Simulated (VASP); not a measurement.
Here is a VASP 6.6.1 calculation.

File POSCAR:

```
MgO
1.0
    3.2426816376      0.0000000000      0.0000000000
   -1.6213408188      2.8082446746      0.0000000000
    0.0000000000      0.0000000000     13.0344121671
Mg O
5 5
Direct
    0.0000000000      0.0000000000      0.0006800203
    0.3333333333      0.6666666667      0.1987337449
    0.0000000000      0.0000000000      0.3973724431
    0.6666666667      0.3333333333      0.5986783973
    0.3333333333      0.6666666667      0.7999556335
    0.0000000000      0.0000000000      0.1516809115
    0.3333333333      0.6666666667      0.3497675224
    0.0000000000      0.0000000000      0.5497631789
    0.6666666667      0.3333333333      0.7510552701
    0.3333333333      0.6666666667      0.9523128779
```

INCAR.step1

```
SYSTEM = MgO
  ALGO = Normal
  EDIFF = 1E-4
  ENCUT = 520
  GGA = PE
  ISMEAR = 0
  LASPH = .TRUE.
  LCHARG = .FALSE.
  LREAL = .FALSE.
  LWAVE = .TRUE.
  NBANDS = 31
  NELM = 80
  PREC = Accurate
  SIGMA = 0.02
```

The input INCAR.step2:

```
SYSTEM = MgO
  ALGO = Normal
  EDIFF = 1E-7
  ENCUT = 520
  ISIF = 2
  ISMEAR = 0
  ISTART = 1
  LASPH = .TRUE.
  LCHARG = .FALSE.
  LMIXTAU = .TRUE.
  LREAL = .FALSE.
  LWAVE = .FALSE.
  METAGGA = R2SCAN
  NBANDS = 31
  NELM = 80
  PREC = Accurate
  SIGMA = 0.02
```

File KPOINTS:

```
k-points
0
G
  9 9 2
  0 0 0
```

Potentials or basis: VASP PAW PBE potentials, release 64 (Mg, O).

Command:

```sh
$ cat potpaw_PBE.64/Mg/POTCAR potpaw_PBE.64/O/POTCAR > POTCAR
$ cp INCAR.step1 INCAR
$ mpirun -np 1 vasp_std > vasp.out
$ cp INCAR.step2 INCAR
$ mpirun -np 1 vasp_std > vasp.out
```

Question: Predict the band gap on the k mesh.

Answer: 4.29 eV, direct.

Question: What does it give for the largest force?

Answer: 0.007 eV/Å.

Question: Estimate the pressure.

Answer: -0.6 GPa.

Forces in eV/Å, atoms in the order of the input:
```
Mg   0.000  0.000 -0.005
Mg   0.000  0.000  0.005
Mg   0.000  0.000  0.005
Mg   0.000  0.000 -0.004
Mg   0.000  0.000  0.007
O    0.000  0.000 -0.006
O    0.000  0.000  0.001
O    0.000  0.000  0.000
O    0.000  0.000 -0.003
O    0.000  0.000 -0.001
```

Caveat: the PAW data sets were made with another functional, which shifts forces and pressure a little. A k mesh can miss the band edges.
